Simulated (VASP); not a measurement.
Write the native input for VASP 6.6.1 that does the following.

```
Task                   : single point
Functional             : PBE
Potentials or basis    : VASP PAW PBE potentials, release 64 (Co)
Cutoff                 : 520 eV
k mesh                 : 7 × 7 × 7
Occupations            : fermi-dirac, width 0.05 eV
Spin                   : collinear spin, ferromagnetic start
Starting moments       : [2.0, 2.0, 2.0, 2.0, 2.0, 2.0] μB
Dipole correction      : no
Further INCAR settings : ALGO = Normal; EDIFF = 1e-06; NBANDS = 40
```

The structure of Co lies in POSCAR:

```
Co
1.0
    0.0000000000      3.2804735010      3.2804735010
    3.2804735010      0.0000000000      3.2804735010
    3.2804735010      3.2804735010      0.0000000000
Co
6
Direct
    0.1250000000      0.1250000000      0.1250000000
    0.6250000000      0.1250000000      0.1250000000
    0.1250000000      0.6250000000      0.1250000000
    0.1250000000      0.1250000000      0.6250000000
    0.5000000000      0.5000000000      0.5000000000
    0.7500000000      0.7500000000      0.7500000000
```

This isn't the form of Co at room conditions, which is hcp.

The input as run:

INCAR

```
  ALGO = Normal
  EDIFF = 1E-6
  ENCUT = 520
  GGA = PE
  ISIF = 2
  ISMEAR = -1
  ISPIN = 2
  LASPH = True
  LCHARG = False
  LMAXMIX = 4
  LORBIT = 11
  LREAL = False
  LWAVE = False
  MAGMOM = 2 2 2 2 2 2
  NBANDS = 40
  NELM = 150
  PREC = Accurate
  SIGMA = 0.05
```

KPOINTS

```
k-points
0
Gamma
  7 7 7
```

Potentials or basis: VASP PAW PBE potentials, release 64 (Co).

Command:

```bash
$ cat potpaw_PBE.64/Co/POTCAR > POTCAR
$ mpirun -np 1 vasp_std > vasp.out
```

It gave:

| Quantity | Value |
| --- | --- |
| Pressure | -5.4 GPa |
| Net moment | 10.13 μB per cell |
| Site moments | Co +1.68, +1.79 (each value once) μB |
| Valence electrons inside the program's atomic spheres | Co 8.32, 7.92 (each value once) |

Caveat: the cell stands under tension.

Run time: 3.3 min on 1 thread of Intel(R) Xeon(R) Platinum 8259CL CPU @ 2.50GHz (Skylake/Cascade Lake), on a shared host, peak memory 0.27 GiB.
